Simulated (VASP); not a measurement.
The system is MnS.

```
CELL_PARAMETERS angstrom
0.00000 5.20900 5.20900
2.60450 0.00000 2.60450
2.60450 2.60450 0.00000
ATOMIC_POSITIONS crystal
Mn 0.00000 0.00000 0.00000
Mn 0.50000 0.00000 0.00000
S 0.25000 0.50000 0.50000
S 0.75000 0.50000 0.50000
```

Base run:

```yaml
Program: VASP 6.6.1
Functional: r2SCAN
Potentials_or_basis: VASP PAW PBE potentials, release 64 (Mn_pv, S)
Cutoff: 520 eV
k_mesh: 4 × 8 × 8
Occupations: fermi-dirac, width 0.05 eV
Spin: collinear spin, antiferromagnetic start
Starting_moments: "[4.5, -4.5, 0.0, 0.0] μB"
```

Its results: pressure -2.0 GPa; net moment 0.00 μB per cell; site moments Mn +4.37, -4.37; S +0.00 μB.

The run is repeated on the same cell with these changes: spin from collinear spin, antiferromagnetic start to collinear spin, ferromagnetic start; moments at the start from [4.5, -4.5, 0.0, 0.0] to [4.5, 4.5, 0.0, 0.0]. What comes out?

Pressure 0.3 GPa; net moment 9.94 μB per cell; site moments Mn +4.49; S +0.14 μB.

Caveats: the PAW data sets were made with another functional, which shifts forces and pressure a little; the antiferromagnetic order is the one typed at the start, and another may lie lower (at least some runs); the run started ferromagnetic, and an antiferromagnetic order may lie lower in energy (at least some runs).
